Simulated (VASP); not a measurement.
Mg7FeO8 (a cell with a defect), 16 atoms in the cell. The cell holds a defect, 16 atoms: a = 8.550 Å, b = 4.275 Å, c = 4.275 Å, α = 90.00°, β = 90.00°, γ = 90.00°. 

| Quantity | Value |
| --- | --- |
| Program | VASP 6.6.1 |
| Task | single point |
| Functional | LDA |
| Potentials or basis | VASP PAW LDA potentials, release 64 (Mg_sv, O, Fe_sv) |
| Cutoff | 750 eV |
| k mesh | 1 × 2 × 2 |
| Occupations | gaussian, width 0.01 eV |
| Spin | collinear spin, ferromagnetic start |
| Starting moments | [0.0, 0.0, 0.0, 0.0, 0.0, 0.0, 0.0, 0.0, 0.0, 0.06, 0.06, 0.08, 0.01, 0.08, 0.01, 3.31] μB |
| Dipole correction | no |
| Mended | yes |
| Further INCAR settings | LREAL = Auto; ALGO = Normal; EDIFF = 1e-06; NBANDS = 85 |

Potentials or basis: VASP PAW LDA potentials, release 64 (Mg_sv, O, Fe_sv).

Command:

```bash
$ cat potpaw_LDA.64/Mg_sv/POTCAR potpaw_LDA.64/O/POTCAR potpaw_LDA.64/Fe_sv/POTCAR > POTCAR
$ mpirun -np 1 vasp_std > vasp.out
```

Hardware: 1 thread of Intel(R) Xeon(R) 6975P-C (Granite Rapids) (shared host).

Task: Estimate the wall time of this run.

Result: It took 2.2 min on 1 thread of Intel(R) Xeon(R) 6975P-C (Granite Rapids), on a shared host, peak memory 0.33 GiB. Counts: scf iterations 17, k points 3.
